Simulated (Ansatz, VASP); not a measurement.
Two plane-wave programs on ZnSnN

```
Zn Sn N
1.0
     3.80877    0.00000    0.00000
     0.00000    3.80877    0.00000
     0.00000    0.00000    3.71590
Zn Sn N
1 1 1
Direct
  0.50000 0.50000 0.50000
  0.00000 0.00000 0.00000
  0.50000 0.50000 0.00000
```

Change from the starting cell: species swapped into the MgNiH type (P4/mmm, No. 123).

Alike in both runs: task relaxation of cell and atoms; functional PBE; k mesh 4 × 4 × 6; occupations gaussian, width 0.1 eV; no spin polarisation.

|  | VASP | Ansatz |
| --- | --- | --- |
| version | VASP 6.6.1 | Ansatz 0.2.0 |
| potentials or method | VASP PAW PBE potentials, release 64 (Zn, Sn_d, N), cutoff 600 eV | scalar-relativistic, plane waves, PAW |
| valence electrons in the cell | 31 | 31 |

```tsv
	VASP	Ansatz	Ansatz less VASP
gap on the k mesh at the Fermi level, each at its own relaxed structure (eV)	none	none	-
relaxed volume (Å³/atom)	18.09	18.21	+0.120
relaxed length of the cell vector where the two differ most in proportion (Å)	3.840	3.864	+0.0237
```

A gap of «none» marks a metal or a gap that the smearing closes.

The k mesh is coarse, so the values compare programs but aren't converged.
